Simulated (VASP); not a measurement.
# GaP (I-4m2) in VASP: notebook, part 2 of 2

VASP 6.6.1. The steps go on from the part before.

## Step 4: Single point, PBE (epitaxial xy strain +3.0%)

File INCAR:

```
SYSTEM = GaP
ALGO = Normal
EDIFF = 1E-6
ENCUT = 520
GGA = PE
ISIF = 2
ISMEAR = -1
LASPH = .True.
LCHARG = .True.
LELF = .True.
LREAL = .False.
LVHAR = .True.
LWAVE = .False.
NBANDS = 16
NELM = 60
PREC = Accurate
SIGMA = 0.02
```

File KPOINTS:

```
k-points
0
Gamma
  8 8 8
  0 0 0
```

File POSCAR:

```
GaP
1.0
    0.0000000000      2.8071612660      2.6550591104
    2.8071612660      0.0000000000      2.6550591104
    2.8071612660      2.8071612660      0.0000000000
Ga P
1 1
Direct
    0.0000000000      0.0000000000      0.0000000000
    0.2500000000      0.2500000000      0.2500000000
```

Potentials or basis: VASP PAW PBE potentials, release 64 (Ga_d, P).

On the command line:

```sh
cat potpaw_PBE.64/Ga_d/POTCAR potpaw_PBE.64/P/POTCAR > POTCAR
mpirun -np 1 vasp_std > vasp.out
```

OUTCAR:

```text
SYSTEM = GaP
   EDIFF = 1E-6
   ENCUT = 520
   GGA = PE
   ISIF = 2
   ISMEAR = -1
   LASPH = .True.
   LREAL = .False.
   NELM = 60
   PREC = Accurate

 ion  position               nearest neighbor table
   1  0.000  0.000  0.000-   2 2.39   2 2.39   2 2.39   2 2.39
   2  0.250  0.250  0.250-   1 2.39   1 2.39   1 2.39   1 2.39

  LATTYP: Found a body centered tetragonal cell.
 ALAT       =     3.9699255341
 C/A-ratio  =     1.3375863540

  Lattice vectors:

 A1 = (   0.0000000000,  -2.8071612660,  -2.6550591104)
 A2 = (   0.0000000000,   2.8071612660,  -2.6550591104)
 A3 = (   2.8071612660,   0.0000000000,   2.6550591104)

Analysis of symmetry for initial positions (statically):
=====================================================================
 Subroutine PRICEL returns:
 Original cell was already a primitive cell.

 Routine SETGRP: Setting up the symmetry group for a
 body centered tetragonal supercell.

 Subroutine GETGRP returns: Found  8 space group operations
 (whereof  8 operations were pure point group operations)
 out of a pool of 16 trial point group operations.

The static configuration has the point symmetry D_2d.

Analysis of symmetry for dynamics (positions and initial velocities):
=====================================================================
 Subroutine PRICEL returns:
[... 155 lines left out ...]
  energy without entropy =       -9.10708334  energy(sigma->0) =       -9.10708334

 E-fermi :   4.9289     XC(G=0):  -9.6865

 val. band max:        4.5053884849   @ k =   0.0000   0.0000   0.0000
 cond. band min:       5.6810187541   @ k =   0.3750   0.3750   0.0000
 fundamental gap:      1.1756302692
 Fermi energy:         4.9289287774

 k-point     1 :       0.0000    0.0000    0.0000
  band No.  band energies     occupation
      1     -10.1864      2.00000
      2     -10.1864      2.00000
      3     -10.1701      2.00000
      4     -10.0978      2.00000
      5     -10.0869      2.00000
      6      -7.9207      2.00000
[... 433 lines left out ...]
      3     -10.1516      2.00000
      4     -10.0972      2.00000
      5     -10.0831      2.00000
      6      -6.5426      2.00000
[... 8 lines left out ...]
     15      14.7785      0.00000
     16      15.3873      0.00000

 [... further k-points ...]
[... 5 lines left out ...]
  --------------------------------------------------------------------------------------
  -------------------------------------------------------------------------------------
  Total       -0.4059980     -0.4059980      0.5537327      0.0000000     -0.0000000      0.0000000
  in kB      -15.5451749    -15.5451749     21.2017546      0.0000000     -0.0000000      0.0000000
  external PRESSURE =      -3.2961984 kB  Pullay stress =       0.0000000 kB

 VOLUME and BASIS-vectors are now :
 -----------------------------------------------------------------------------
  energy-cutoff  :      520.00
  volume of cell :       41.84
      direct lattice vectors                 reciprocal lattice vectors
     0.000000000  2.807161266  2.655059110    -0.178115880  0.178115880  0.188319724
     2.807161266  0.000000000  2.655059110     0.178115880 -0.178115880  0.188319724
     2.807161266  2.807161266  0.000000000     0.178115880  0.178115880 -0.188319724

 POSITION                                       TOTAL-FORCE (eV/Angst)
 -----------------------------------------------------------------------------------
      0.00000      0.00000      0.00000         0.000000      0.000000     -0.000000
      1.40358      1.40358      1.32753        -0.000000     -0.000000      0.000000
 -----------------------------------------------------------------------------------
    total drift:                                0.000002      0.000002      0.000001

  FREE ENERGIE OF THE ION-ELECTRON SYSTEM (eV)
  ---------------------------------------------------
  free  energy   TOTEN  =        -9.1070833379 eV

  energy  without entropy=       -9.1070833379  energy(sigma->0) =       -9.10708334
```

OSZICAR:

```text
N       E                     dE             d eps       ncg     rms          rms(c)
DAV:   1     0.829523984578E+02    0.82952E+02   -0.89681E+03  1920   0.162E+03
DAV:   2    -0.291940179998E+01   -0.85872E+02   -0.81814E+02  2176   0.313E+02
DAV:   3    -0.925973409169E+01   -0.63403E+01   -0.63208E+01  2360   0.661E+01
DAV:   4    -0.936617083169E+01   -0.10644E+00   -0.10641E+00  2392   0.935E+00
DAV:   5    -0.936843838588E+01   -0.22676E-02   -0.22674E-02  2400   0.119E+00    0.409E+00
DAV:   6    -0.913089520425E+01    0.23754E+00   -0.37941E-01  2960   0.101E+01    0.269E+00
DAV:   7    -0.910625665328E+01    0.24639E-01   -0.89824E-02  2488   0.197E+00    0.109E+00
DAV:   8    -0.910653630509E+01   -0.27965E-03   -0.12761E-02  2240   0.134E+00    0.173E-01
DAV:   9    -0.910693650211E+01   -0.40020E-03   -0.12771E-03  2448   0.498E-01    0.821E-02
DAV:  10    -0.910701135463E+01   -0.74853E-04   -0.11071E-04  2912   0.107E-01    0.413E-02
DAV:  11    -0.910708371036E+01   -0.72356E-04   -0.10018E-04  2280   0.827E-02    0.507E-03
DAV:  12    -0.910708333789E+01    0.37247E-06   -0.28417E-06  2280   0.215E-02
   1 F= -.91070833E+01 E0= -.91070833E+01  d E =-.110062E-11
```

stdout:

```text
POSCAR found type information on POSCAR GaP
 POSCAR found :  2 types and       2 ions
 scaLAPACK will be used
 LDA part: xc-table for (Slater+PW92), standard interpolation
 POSCAR, INCAR and KPOINTS ok, starting setup
 FFT: planning ... GRIDC
 FFT: planning ... GRID_SOFT
 FFT: planning ... GRID
 WAVECAR not read
 entering main loop
```

Wall time 24 s (1 thread of AMD EPYC 9R45 (Zen 5), shared host); peak memory 0.16 GiB.

What came out:

* Free energy: -9.1071 eV
* Pressure: -0.3 GPa
* Band gap on the k mesh: 1.18 eV, indirect (least direct gap 1.35 eV)

Caveat: the cell differs from its parent crystal (epitaxial xy strain +3.0%). A k mesh can miss the band edges.

## Step 5: Single point, PBE (epitaxial xy strain +4.0%)

File INCAR:

```
  ALGO = Normal
  EDIFF = 1E-6
  ENCUT = 520
  GGA = PE
  ISIF = 2
  ISMEAR = -1
  LASPH = True
  LCHARG = False
  LREAL = False
  LWAVE = False
  NBANDS = 16
  NELM = 100
  PREC = Accurate
  SIGMA = 0.02
```

File KPOINTS:

```
k-points
0
Gamma
  8 8 8
```

File POSCAR:

```
GaP
1.0
    0.0000000000      2.8344152589      2.6306866610
    2.8344152589      0.0000000000      2.6306866610
    2.8344152589      2.8344152589      0.0000000000
Ga P
1 1
Direct
    0.0000000000      0.0000000000      0.0000000000
    0.2500000000      0.2500000000      0.2500000000
```

On the command line:

```sh
cat potpaw_PBE.64/Ga_d/POTCAR potpaw_PBE.64/P/POTCAR > POTCAR
mpirun -np 1 vasp_std > vasp.out
```

Run time: 23 s. Hardware: 1 thread of AMD EPYC 9R45 (Zen 5), shared host; peak memory 0.16 GiB.

It converged, with:

| Property | Result |
| --- | --- |
| Free energy | -9.0914 eV |
| Pressure | -1.1 GPa |
| Band gap on the k mesh | 1.03 eV, indirect (least direct gap 1.19 eV) |

Stress tensor (GPa, compression positive):
```
-2.69  0.00  0.00
 0.00 -2.69  0.00
 0.00  0.00  2.04
```

Levels at points of the mesh, in eV from the valence-band top:
```
           k point  band 6  band 7  band 8  band 9  band 10  band 11  band 12  band 13
(0.00, 0.00, 0.00)  -12.40   -0.36   -0.36    0.00     1.19     3.59     3.75     3.75
(0.50, 0.00, 0.00)  -10.47   -6.62   -1.56   -1.02     1.21     4.24     4.87     8.01
(0.50, 0.50, 0.00)   -9.44   -6.47   -3.08   -3.08     1.17     1.21    10.00    10.00
(0.50, 0.00, 0.50)   -9.74   -6.93   -2.61   -2.56     1.68     1.86     9.73     9.78
```

Caveat: the cell differs from its parent crystal (epitaxial xy strain +4.0%).

## Step 6: Single point, r2SCAN (epitaxial xy strain -4.0%)

File POSCAR:

```
GaP
1.0
    0.0000000000      2.6163833159      2.8167230051
    2.6163833159      0.0000000000      2.8167230051
    2.6163833159      2.6163833159      0.0000000000
Ga P
1 1
Direct
    0.0000000000      0.0000000000      0.0000000000
    0.2500000000      0.2500000000      0.2500000000
```

File INCAR.step1:

```
PREC = Accurate
ENCUT = 520
ISMEAR = 0
SIGMA = 0.01
LREAL = F
LASPH = T
NELM = 100
NBANDS = 16
GGA = PE
ALGO = Normal
EDIFF = 1E-4
LWAVE = T
LCHARG = F
```

File INCAR.step2:

```
PREC = Accurate
ENCUT = 520
EDIFF = 1E-7
ISMEAR = 0
SIGMA = 0.01
LREAL = F
LASPH = T
NELM = 100
ALGO = Normal
ISIF = 2
LWAVE = F
LCHARG = F
METAGGA = R2SCAN
LMIXTAU = T
NBANDS = 16
ISTART = 1
```

File KPOINTS:

```
Automatic mesh
0
Gamma
  8 8 8
```

Potentials or basis: VASP PAW PBE potentials, release 64 (Ga_d, P).

On the command line:

```sh
cat potpaw_PBE.64/Ga_d/POTCAR potpaw_PBE.64/P/POTCAR > POTCAR
cp INCAR.step1 INCAR
mpirun -np 1 vasp_std > vasp.out
cp INCAR.step2 INCAR
mpirun -np 1 vasp_std > vasp.out
```

Run time: 1.8 min. Hardware: 1 thread of AMD EPYC 9R45 (Zen 5), shared host; peak memory 0.16 GiB.

It converged, with:

| Quantity | Value |
| --- | --- |
| Free energy | -21.3962 eV |
| Pressure | 4.6 GPa |
| Band gap on the k mesh | 1.43 eV, indirect (least direct gap 2.55 eV) |

Stress tensor (GPa, compression positive):
```
 6.93  0.00  0.00
 0.00  6.93  0.00
 0.00  0.00 -0.06
```

Levels at points of the mesh, in eV from the valence-band top:
```csv
k point,band 6,band 7,band 8,band 9,band 10,band 11,band 12,band 13
"(0.00, 0.00, 0.00)",-13.57,-0.51,0.00,0.00,2.55,3.98,3.98,4.16
"(0.50, 0.00, 0.00)",-11.23,-7.30,-1.76,-1.05,1.87,4.76,5.19,8.83
"(0.50, 0.50, 0.00)",-10.49,-7.72,-2.76,-2.76,2.05,2.40,11.59,11.59
"(0.50, 0.00, 0.50)",-10.10,-7.18,-3.34,-3.28,1.46,1.64,11.02,11.20
```

Caveat: the cell differs from its parent crystal (epitaxial xy strain -4.0%); the PAW data sets were made with another functional, which shifts forces and pressure a little. A k mesh can miss the band edges.

## Step 7: Single point, r2SCAN, non-collinear spin, zero start, spin-orbit coupling (epitaxial xy strain -4.0%)

POSCAR is that of step 6.

File INCAR.step1:

```
ALGO = Normal ; EDIFF = 1E-4
ENCUT = 520 ; GGA = PE
GGA_COMPAT = F ; ISMEAR = -1
LASPH = T ; LCHARG = F
LREAL = F ; LSORBIT = T
LWAVE = T ; MAGMOM = 0 0 0 0 0 0
NBANDS = 30 ; NELM = 150
PREC = Accurate ; SIGMA = 0.02
```

File INCAR.step2:

```
ALGO = Normal ; EDIFF = 1E-6
ENCUT = 520 ; GGA_COMPAT = F
ISIF = 2 ; ISMEAR = -1
ISTART = 1 ; LASPH = T
LCHARG = F ; LMIXTAU = T
LORBIT = 11 ; LORBMOM = T
LREAL = F ; LSORBIT = T
LWAVE = F ; MAGMOM = 0 0 0 0 0 0
METAGGA = R2SCAN ; NBANDS = 30
NELM = 150 ; PREC = Accurate
SIGMA = 0.02
```

File KPOINTS:

```
k-points
0
Gamma
  8 8 8
```

On the command line:

```sh
cat potpaw_PBE.64/Ga_d/POTCAR potpaw_PBE.64/P/POTCAR > POTCAR
cp INCAR.step1 INCAR
mpirun -np 1 vasp_ncl > vasp.out
cp INCAR.step2 INCAR
mpirun -np 1 vasp_ncl > vasp.out
```

Run time: 31 min. Hardware: 1 thread of AMD EPYC 7R43 (Zen 3), shared host; peak memory 0.36 GiB.

The run converged. Its results:

```yaml
Free_energy: -21.4021 eV
Pressure: 4.5 GPa
Net_moment: 0.00 μB per cell
Valence_electrons_inside_the_program's_atomic_spheres: Ga 11.76; P 2.58
```

Stress tensor (GPa, compression positive):
```
 6.87  0.00  0.00
 0.00  6.87  0.00
 0.00  0.00 -0.12
```

Moments on the atoms (μB; x, y, z):
```
Ga  0.00 0.00 0.00
P   0.00 0.00 0.00
```

Caveat: the cell differs from its parent crystal (epitaxial xy strain -4.0%); the PAW data sets were made with another functional, which shifts forces and pressure a little.

## Step 8: Summary

| level | spin | cell | smearing | gap on the mesh (eV) | pressure (GPa) |
| --- | --- | --- | --- | --- | --- |
| PBE | off | a = 3.844, b = 3.844, c = 3.700 Å, angles 61.2, 61.2, 57.5°, 2 atoms | fermi-dirac 0.02 eV | 1.19 | 7.0 |
| PBE | off | a = 3.861, b = 3.861, c = 3.931 Å, angles 59.4, 59.4, 61.2°, 2 atoms | fermi-dirac 0.02 eV | 1.33 | 0.6 |
| PBE | off | a = 3.864, b = 3.864, c = 3.970 Å, angles 59.1, 59.1, 61.8°, 2 atoms | fermi-dirac 0.02 eV | 1.18 | -0.3 |
| PBE | off | a = 3.867, b = 3.867, c = 4.008 Å, angles 58.8, 58.8, 62.4°, 2 atoms | fermi-dirac 0.02 eV | 1.03 | -1.1 |
| r2SCAN | off | a = 3.844, b = 3.844, c = 3.700 Å, angles 61.2, 61.2, 57.5°, 2 atoms | gaussian 0.01 eV | 1.43 | 4.6 |
| r2SCAN | non-collinear, zero start, SOC | a = 3.844, b = 3.844, c = 3.700 Å, angles 61.2, 61.2, 57.5°, 2 atoms | fermi-dirac 0.02 eV | - | 4.5 |

Alike in all rows: task single point; potentials or basis VASP PAW PBE potentials, release 64 (Ga_d, P); k mesh 8 × 8 × 8; cutoff (eV) 520.

Caveats: the PAW data sets were made with another functional, which shifts forces and pressure a little (some runs).

Absolute energies hang on the potentials; compare differences alone.
